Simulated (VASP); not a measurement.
Set up this calculation in VASP 6.6.1, as the native input.

```
Task                   : single point
Functional             : PBE
Potentials or basis    : VASP PAW PBE potentials, release 64 (Nb_sv)
Cutoff                 : 520 eV
k mesh                 : 46 × 46 × 46
Occupations            : fermi-dirac, width 0.0612256 eV
Spin                   : no spin polarisation
Dipole correction      : no
Further INCAR settings : ALGO = Normal; EDIFF = 1e-06; NBANDS = 12
```

The structure of Nb lies in POSCAR:

```
Nb
1.0
   -1.6549130827      1.6549130827      1.6549130827
    1.6549130827     -1.6549130827      1.6549130827
    1.6549130827      1.6549130827     -1.6549130827
Nb
1
Direct
    0.0000000000      0.0000000000      0.0000000000
```

One way to write it, as run:

INCAR

```
ALGO = Normal ; EDIFF = 1E-6
ENCUT = 520 ; GGA = PE
ISIF = 2 ; ISMEAR = -1
LASPH = T ; LCHARG = T
LELF = T ; LREAL = F
LVHAR = T ; LWAVE = F
NBANDS = 12 ; NELM = 100
PREC = Accurate ; SIGMA = 0.06122561905347299
```

KPOINTS

```
k-points
0
Gamma
  46 46 46
```

Potentials or basis: VASP PAW PBE potentials, release 64 (Nb_sv).

Command:

```bash
$ cat potpaw_PBE.64/Nb_sv/POTCAR > POTCAR
$ mpirun -np 1 vasp_std > vasp.out
```

It gave:

The pressure is -0.2 GPa.

It took 7.8 min on 1 thread of AMD EPYC 7R43 64-Core Processor (Zen 3), with other jobs on the host, peak memory 0.54 GiB.
